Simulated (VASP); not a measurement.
The system is Ir4Rh.

```xyz
5
Lattice="-3.0308 3.0308 1.9168 3.0308 -3.0308 1.9168 3.0308 3.0308 -1.9168" Properties=species:S:1:pos:R:3 pbc="T T T"
Ir    1.8185    0.6062    1.9168
Ir    1.2123    2.4246    0.0000
Ir   -0.6062    1.8185    1.9168
Ir    3.6369    1.2123    0.0000
Rh    0.0000    0.0000    0.0000
```

- Program: VASP 6.6.1
- Task: relaxation of cell and atoms
- Functional: PBE
- Potentials or basis: VASP PAW PBE potentials, release 64 (Ir, Rh_pv)
- Cutoff: 600 eV
- k mesh: 6 × 6 × 6
- Occupations: gaussian, width 0.1 eV
- Spin: no spin polarisation

At the start: pressure 7.9 GPa; volume 14.09 Å³/atom.

**Question.** How do energy, volume and symmetry change on relaxing?

**Answer.** Over 6 steps the energy falls by 7.9 meV/atom and the volume is 14.40 Å³/atom (+2.2 %); space group I4/m (No. 87, to 0.1 Å) before and after.

The path:
| step | energy change (eV) | largest force (eV/Å) | pressure (GPa) | volume (Å³) |
| --- | --- | --- | --- | --- |
| 1 | 0.0000 | 0.0956 | 7.89 | 70.43 |
| 2 | 0.3620 | 0.0854 | -20.79 | 77.74 |
| 3 | -0.0387 | 0.0807 | -0.28 | 72.08 |
| 4 | -0.0387 | 0.0809 | -0.04 | 72.03 |
| 5 | -0.0387 | 0.0811 | 0.11 | 72.00 |
| 6 | -0.0394 | 0.0264 | 0.13 | 72.00 |

Final structure:
```yaml
crystal:
  lattice:
    - [-3.05320, 3.05320, 1.93088]
    - [3.05320, -3.05320, 1.93088]
    - [3.05320, 3.05320, -1.93088]
  atoms:
    - { symbol: Ir, position: [0.59929, 0.80008, 0.39937] }
    - { symbol: Ir, position: [0.40071, 0.19992, 0.60063] }
    - { symbol: Ir, position: [0.80008, 0.40071, 0.20079] }
    - { symbol: Ir, position: [0.19992, 0.59929, 0.79921] }
    - { symbol: Rh, position: [0.00000, 0.00000, 0.00000] }
```
